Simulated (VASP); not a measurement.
Input of a VASP 6.6.1 run:

Contents of POSCAR:

```
PtSe2
1.0
    3.7240000000      0.0000000000      0.0000000000
   -1.8620000000      3.2250786037      0.0000000000
    0.0000000000      0.0000000000      5.0620000000
Pt Se
1 2
Direct
    0.0000000000      0.0000000000      0.0000000000
    0.6666666667      0.3333333333      0.7500000000
    0.3333333333      0.6666666667      0.2500000000
```

Contents of INCAR.step1:

```
SYSTEM = PtSe2
ALGO = Normal ; EDIFF = 1E-5
ENCUT = 520 ; GGA = PE
ISIF = 2 ; ISMEAR = -1
KPAR = 4 ; LASPH = .TRUE.
LCHARG = .FALSE. ; LREAL = .FALSE.
LWAVE = .TRUE. ; NBANDS = 18
NELM = 60 ; PREC = Accurate
SIGMA = 0.05
```

INCAR.step2

```
SYSTEM = PtSe2
ALGO = Normal ; EDIFF = 1E-7
ENCUT = 520 ; GGA = PE
HFSCREEN = 0.2079 ; ISIF = 2
ISMEAR = -1 ; ISTART = 1
KPAR = 4 ; LASPH = .TRUE.
LCHARG = .FALSE. ; LHFCALC = .TRUE.
LREAL = .FALSE. ; LWAVE = .FALSE.
NBANDS = 18 ; NELM = 60
PREC = Accurate ; PRECFOCK = Normal
SIGMA = 0.05
```

The input KPOINTS:

```
k-points
0
G
  6 6 4
  0 0 0
```

Potentials or basis: VASP PAW PBE potentials, release 64 (Pt, Se).

Run with:

```console
$ cat potpaw_PBE.64/Pt/POTCAR potpaw_PBE.64/Se/POTCAR > POTCAR
$ cp INCAR.step1 INCAR
$ mpirun -np 4 vasp_std > vasp.out
$ cp INCAR.step2 INCAR
$ mpirun -np 4 vasp_std > vasp.out
```

Question: Estimate the largest force.

Answer: 0.086 eV/Å.

Question: Estimate the band gap on the k mesh.

Answer: Zero (bands 11 and 12 overlap by 0.11 eV).

Forces on the atoms (eV/Å):
```
Pt   0.000  0.000  0.000
Se   0.000  0.000 -0.086
Se   0.000  0.000  0.086
```

Caveat: the PAW data sets were made with another functional, which shifts forces and pressure a little; spin-orbit coupling is left out, which moves the levels of the heavy elements.
